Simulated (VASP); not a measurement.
# CuI (P-3m1) in VASP: settings compared, part 2 of 2

VASP 6.6.1. The steps go on from the part before.

**3. Relaxation of cell and atoms, PBE+D3(BJ)**

This run uses another cell than the first one, of 27.60 Å³/atom, 1.081 times its volume.

Contents of INCAR:

```
SYSTEM = CuI
PREC     = Accurate       ! precision mode
ENCUT    = 600            ! plane-wave cutoff, eV
EDIFF    = 1E-6           ! SCF threshold, eV
ISMEAR   = -1             ! smearing method
SIGMA    = 0.02           ! smearing width, eV
LREAL    = .FALSE.        ! projectors in reciprocal space
LASPH    = .TRUE.         ! aspherical terms in the spheres
NELM     = 100            ! most SCF steps
ALGO     = Normal         ! electronic algorithm
ISIF     = 3              ! what is computed and relaxed
LWAVE    = .FALSE.        ! write WAVECAR
LCHARG   = .FALSE.        ! write CHGCAR
GGA      = PE             ! functional
IVDW     = 12             ! dispersion correction
IBRION   = 2              ! ionic algorithm
NSW      = 80             ! ionic steps
EDIFFG   = -0.005         ! ionic threshold
```

Contents of KPOINTS:

```
regular mesh
0
G
  6 6 4
  0 0 0
```

Contents of POSCAR:

```
CuI
1.0
    4.1286179350      0.0000000000      0.0000000000
   -2.0643089675      3.5754880142      0.0000000000
    0.0000000000      0.0000000000      7.4781060413
Cu I
2 2
Direct
    0.6666666700      0.3333333300      0.5899524400
    0.3333333300      0.6666666700      0.4100475600
    0.3333333300      0.6666666700      0.7547482500
    0.6666666700      0.3333333300      0.2452517500
```

Potentials or basis: VASP PAW PBE potentials, release 64 (Cu, I).

Command:

```sh
cat potpaw_PBE.64/Cu/POTCAR potpaw_PBE.64/I/POTCAR > POTCAR
mpirun -np 1 vasp_std > vasp.out
```

OUTCAR:

```text
SYSTEM = CuI
   PREC = Accurate
   ENCUT = 600
   EDIFF = 1E-6
   ISMEAR = -1
   LREAL = .FALSE.
   LASPH = .TRUE.
   NELM = 100
   ISIF = 3
   GGA = PE
   IVDW = 12
   IBRION = 2
   NSW = 80
   EDIFFG = -0.005
 IVDW          = 12

 ion  position               nearest neighbor table
   1  0.667  0.333  0.590-   4 2.58   3 2.68   3 2.68   3 2.68   2 2.74   2 2.74   2 2.74
   2  0.333  0.667  0.410-   3 2.58   4 2.68   4 2.68   4 2.68   1 2.74   1 2.74   1 2.74
   3  0.333  0.667  0.755-   2 2.58   1 2.68   1 2.68   1 2.68
   4  0.667  0.333  0.245-   1 2.58   2 2.68   2 2.68   2 2.68

  LATTYP: Found a hexagonal cell.
 ALAT       =     4.1286179350
 C/A-ratio  =     1.8112855583

  Lattice vectors:

 A1 = (   4.1286179350,   0.0000000000,   0.0000000000)
 A2 = (  -2.0643089675,   3.5754880142,   0.0000000000)
 A3 = (   0.0000000000,   0.0000000000,   7.4781060413)

Analysis of symmetry for initial positions (statically):
=====================================================================
 Subroutine PRICEL returns:
 Original cell was already a primitive cell.

 Routine SETGRP: Setting up the symmetry group for a
 hexagonal supercell.

 Subroutine GETGRP returns: Found 12 space group operations
 (whereof 12 operations were pure point group operations)
 out of a pool of 24 trial point group operations.

The static configuration has the point symmetry D_3d.

Analysis of symmetry for dynamics (positions and initial velocities):
[... 167 lines left out ...]
 Edisp (eV)   -1.40165

 E8    (eV) :    -0.6162
[... 111 lines left out ...]
  FREE ENERGIE OF THE ION-ELECTRON SYSTEM (eV)
  ---------------------------------------------------
  free  energy   TOTEN  =       -12.5419745640 eV

  energy  without entropy=      -12.5419745639  energy(sigma->0) =      -12.54197456

 E-fermi :   5.3136     XC(G=0):  -9.3432

 val. band max:        4.8952523647   @ k =   0.0000   0.0000   0.0000
 cond. band min:       6.5202228728   @ k =   0.0000   0.0000   0.0000
 fundamental gap:      1.6249705081
 Fermi energy:         5.3135635881

 k-point     1 :       0.0000    0.0000    0.0000
  band No.  band energies     occupation
      1      -8.9905      2.00000
      2      -8.3760      2.00000
      3      -1.0534      2.00000
      4       1.1612      2.00000
      5       1.5165      2.00000
      6       1.5165      2.00000
[... 589 lines left out ...]
     21       8.8427      0.00000
     22      10.7815      0.00000

[... ionic steps 4 to 32 ...]

--------------------------------------- Ionic step       33  -------------------------------------------

 number of electron      36.0000016 magnetization

------------------------ aborting loop because EDIFF is reached ----------------------------------------
[... 79 lines left out ...]
--------------------------------------- Ionic step       35  -------------------------------------------

 number of electron      36.0000016 magnetization

 Free energy of the ion-electron system (eV)
  ---------------------------------------------------
  ext. energy  EPLUGINS =         0.00000000
  ---------------------------------------------------
  free energy    TOTEN  =       -11.05682269 eV

  energy without entropy =      -11.05682269  energy(sigma->0) =      -11.05682269

 E-fermi :   5.4356     XC(G=0):  -9.3849

 val. band max:        4.9874002376   @ k =   0.0000   0.0000   0.0000
 cond. band min:       6.6119164807   @ k =   0.0000   0.0000   0.0000
 fundamental gap:      1.6245162431
 Fermi energy:         5.4356472395

 k-point     1 :       0.0000    0.0000    0.0000
  band No.  band energies     occupation
      1      -8.9404      2.00000
      2      -8.2980      2.00000
      3      -0.9864      2.00000
      4       1.2764      2.00000
      5       1.5809      2.00000
      6       1.5809      2.00000
[... 624 lines left out ...]
  FREE ENERGIE OF THE ION-ELECTRON SYSTEM (eV)
  ---------------------------------------------------
  free  energy   TOTEN  =       -12.5696392184 eV

  energy  without entropy=      -12.5696392184  energy(sigma->0) =      -12.56963922

 reached required accuracy - stopping structural energy minimisation
```

OSZICAR:

```text
N       E                     dE             d eps       ncg     rms          rms(c)
DAV:   1     0.284572818960E+03    0.28457E+03   -0.16542E+04  1056   0.197E+03
DAV:   2     0.188954370069E+02   -0.26568E+03   -0.25883E+03  1056   0.366E+02
DAV:   3    -0.103435456650E+02   -0.29239E+02   -0.28497E+02  1498   0.144E+02
DAV:   4    -0.117226546401E+02   -0.13791E+01   -0.13749E+01  1406   0.288E+01
[... 292 lines left out ...]
DAV:   1    -0.110568088971E+02    0.28011E-04   -0.29286E-06   746   0.144E-02    0.242E-03
DAV:   2    -0.110568088696E+02    0.27569E-07   -0.17458E-06   616   0.340E-02
  34 F= -.12569639E+02 E0= -.12569639E+02  d E =-.232274E-06
       N       E                     dE             d eps       ncg     rms          rms(c)
DAV:   1    -0.110568227298E+02   -0.13833E-04   -0.67589E-07   528   0.735E-03    0.162E-03
DAV:   2    -0.110568226928E+02    0.37039E-07   -0.46880E-07   528   0.196E-02
  35 F= -.12569639E+02 E0= -.12569639E+02  d E =-.262192E-06
```

Wall time 17 min (1 thread of AMD EPYC 9R45 (Zen 5), shared host); peak memory 0.3 GiB.

Results:

```
Free energy                            : -12.5696 eV
Relaxed volume                         : 25.53 Å³/atom
Relaxed cell                           : a = 4.076 Å, b = 4.076 Å, c = 7.096 Å, α = 90.00°, β = 90.00°, γ = 120.00°
Space group after relaxing (to 0.05 Å) : P-3m1 (No. 164)
Energy gained by relaxing              : 9.8 meV/atom
Ionic steps                            : 35
Pressure after relaxing                : 0.0 GPa
Band gap on the k mesh                 : 1.62 eV, direct
Dispersion energy per atom             : -0.378 eV
```

Step by step:
| step | energy change (eV) | largest force (eV/Å) | pressure (GPa) | volume (Å³) |
| --- | --- | --- | --- | --- |
| 1 | 0.0000 | 0.1250 | -0.83 | 110.39 |
| 2 | -0.0103 | 0.2067 | -0.12 | 108.12 |
| 3 | -0.0114 | 0.2374 | 0.09 | 107.35 |
| 4 | -0.0097 | 0.3001 | 0.71 | 105.82 |
| 5 | -0.0115 | 0.2508 | 0.26 | 107.01 |
| 6 | -0.0169 | 0.1294 | 0.03 | 106.49 |
| 7 | -0.0182 | 0.0573 | -0.12 | 106.09 |
| 8 | -0.0238 | 0.0389 | -0.18 | 105.49 |
| 9 | -0.0355 | 0.0190 | -0.13 | 103.68 |
| 10 | -0.0228 | 0.1434 | 0.21 | 100.00 |
| 11 | -0.0376 | 0.0507 | -0.05 | 102.85 |
| 12 | -0.0378 | 0.0615 | -0.09 | 102.52 |
| 13 | -0.0378 | 0.0644 | -0.07 | 102.43 |
| 14 | -0.0382 | 0.0490 | 0.11 | 101.97 |
| 15 | -0.0383 | 0.0438 | 0.15 | 101.82 |
| 16 | -0.0386 | 0.0375 | -0.02 | 101.97 |
| 17 | -0.0386 | 0.0460 | -0.04 | 102.01 |
| 18 | -0.0389 | 0.0282 | 0.03 | 102.00 |
| 19 | -0.0390 | 0.0199 | -0.02 | 102.00 |
| 20 | -0.0390 | 0.0179 | -0.01 | 102.00 |
| 21 | -0.0390 | 0.0164 | 0.01 | 102.00 |
| 22 | -0.0390 | 0.0139 | -0.01 | 102.00 |
| 23 | -0.0390 | 0.0160 | 0.01 | 102.00 |
| 24 | -0.0390 | 0.0114 | -0.05 | 102.03 |
| 25 | -0.0390 | 0.0105 | 0.01 | 102.04 |
| 26 | -0.0390 | 0.0070 | -0.02 | 102.07 |
| 27 | -0.0391 | 0.0010 | -0.05 | 102.11 |
| 28 | -0.0391 | 0.0068 | 0.02 | 102.06 |
| 29 | -0.0391 | 0.0031 | 0.04 | 102.07 |
| 30 | -0.0391 | 0.0021 | 0.08 | 102.09 |
| 31 | -0.0391 | 0.0008 | 0.07 | 102.10 |
| 32 | -0.0391 | 0.0008 | 0.05 | 102.10 |
| 33 | -0.0391 | 0.0009 | -0.06 | 102.10 |
| 34 | -0.0391 | 0.0023 | 0.08 | 102.10 |
| 35 | -0.0391 | 0.0010 | 0.01 | 102.10 |

Final structure:
```
Cu I
1.0
     4.07609    0.00000    0.00000
    -2.03804    3.52999    0.00000
     0.00000    0.00000    7.09618
Cu I
2 2
Direct
  0.66667 0.33333 0.59455
  0.33333 0.66667 0.40545
  0.33333 0.66667 0.77072
  0.66667 0.33333 0.22928
```

Levels at points of the mesh, in eV from the valence-band top:
```
           k point  band 14  band 15  band 16  band 17  band 18  band 19  band 20  band 21  band 22
(0.00, 0.00, 0.00)    -0.42    -0.42    -0.40     0.00     0.00     1.62     3.12     4.84     5.79
(0.50, 0.00, 0.00)    -1.44    -1.39    -1.34    -1.29    -0.17     3.02     3.12     3.92     5.14
(0.00, 0.00, 0.50)    -1.07    -0.30    -0.30    -0.17    -0.17     3.13     3.19     4.43     5.49
(0.50, 0.00, 0.50)    -1.44    -1.43    -1.26    -1.11    -0.43     2.45     2.78     3.73     4.70
```

Caveat: spin-orbit coupling is left out, which moves the levels of the heavy elements.

**4. Single point, PBE**

This run uses another cell than the first one, of 26.17 Å³/atom, 1.025 times its volume.

Contents of INCAR:

```
PREC     = Accurate       # precision mode
ENCUT    = 520            # plane-wave cutoff, eV
EDIFF    = 1E-6           # SCF threshold, eV
ISMEAR   = -1             # smearing method
SIGMA    = 0.02           # smearing width, eV
LREAL    = False          # projectors in reciprocal space
LASPH    = True           # aspherical terms in the spheres
NELM     = 100            # most SCF steps
ALGO     = Normal         # electronic algorithm
ISIF     = 2              # what is computed and relaxed
LWAVE    = False          # write WAVECAR
LCHARG   = True           # write CHGCAR
GGA      = PE             # functional
LELF     = True           # ELF
LVHAR    = True         
NBANDS   = 26             # bands
```

Contents of KPOINTS:

```
regular mesh
0
Gamma
  12 12 4
```

Contents of POSCAR:

```
CuI
1.0
    4.0947521216      0.0000000000      0.0000000000
   -2.0473760608      3.5461593595      0.0000000000
    0.0000000000      0.0000000000      7.2099991693
Cu I
2 2
Direct
    0.6666666667      0.3333333333      0.5926423529
    0.3333333333      0.6666666667      0.4073576471
    0.3333333333      0.6666666667      0.7644991837
    0.6666666667      0.3333333333      0.2355008163
```

Command:

```sh
cat potpaw_PBE.64/Cu/POTCAR potpaw_PBE.64/I/POTCAR > POTCAR
mpirun -np 1 vasp_std > vasp.out
```

It took 2.2 min on 1 thread of AMD EPYC 9R45 (Zen 5), shared host; peak memory 0.29 GiB.

It converged, with:

| Property | Result |
| --- | --- |
| Free energy | -11.0890 eV |
| Pressure | 2.3 GPa |
| Largest force | 0.153 eV/Å |
| Band gap on the k mesh | 1.67 eV, direct |

Forces on the atoms (eV/Å):
```
Cu   0.000  0.000  0.070
Cu   0.000  0.000 -0.070
I    0.000  0.000  0.153
I    0.000  0.000 -0.153
```

Stress tensor (GPa, compression positive):
```
2.18 0.00 0.00
0.00 2.18 0.00
0.00 0.00 2.52
```

Levels at points of the mesh, in eV from the valence-band top:
```
           k point  band 15  band 16  band 17  band 18  band 19  band 20  band 21  band 22
(0.00, 0.00, 0.00)    -0.40    -0.38     0.00     0.00     1.67     3.06     4.82     5.75
(0.50, 0.00, 0.00)    -1.33    -1.32    -1.27    -0.17     3.09     3.13     3.88     5.21
(0.00, 0.00, 0.50)    -0.31    -0.31    -0.13    -0.13     3.06     3.11     4.58     5.50
(0.50, 0.00, 0.50)    -1.40    -1.24    -1.09    -0.38     2.53     2.84     3.68     4.81
```

Caveat: spin-orbit coupling is left out, which moves the levels of the heavy elements; this functional lacks dispersion, which binds the layers, so the pressure and a relaxed spacing across them are unreliable.

**5. Overview**

| task | level | cell | k mesh | cutoff (eV) | gap on the mesh (eV) | pressure (GPa) | largest force (eV/Å) |
| --- | --- | --- | --- | --- | --- | --- | --- |
| single point | PBE+D3(BJ) | a = 4.074, b = 4.074, c = 7.106 Å, angles 90.0, 90.0, 120.0°, 4 atoms | 6 × 6 × 4 | 520 | 1.63 | 0.1 | 0.01 |
| relaxation of cell and atoms | PBE+D3(BJ) | relaxed from a = 4.129, b = 4.129, c = 7.478 Å, angles 90.0, 90.0, 120.0°, 4 atoms | 6 × 6 × 4 | 600 | 1.62 | 0.0 | - |
| single point | PBE | a = 4.095, b = 4.095, c = 7.210 Å, angles 90.0, 90.0, 120.0°, 4 atoms | 12 × 12 × 4 | 520 | 1.67 | 2.3 | 0.15 |

Alike in all rows: potentials or basis VASP PAW PBE potentials, release 64 (Cu, I); no spin polarisation; smearing fermi-dirac 0.02 eV.

Caveats: spin-orbit coupling is left out, which moves the levels of the heavy elements; this functional lacks dispersion, which binds the layers, so the pressure and a relaxed spacing across them are unreliable (some runs).

Total energies depend on the potentials used, so only differences within one code and one set of settings carry meaning.
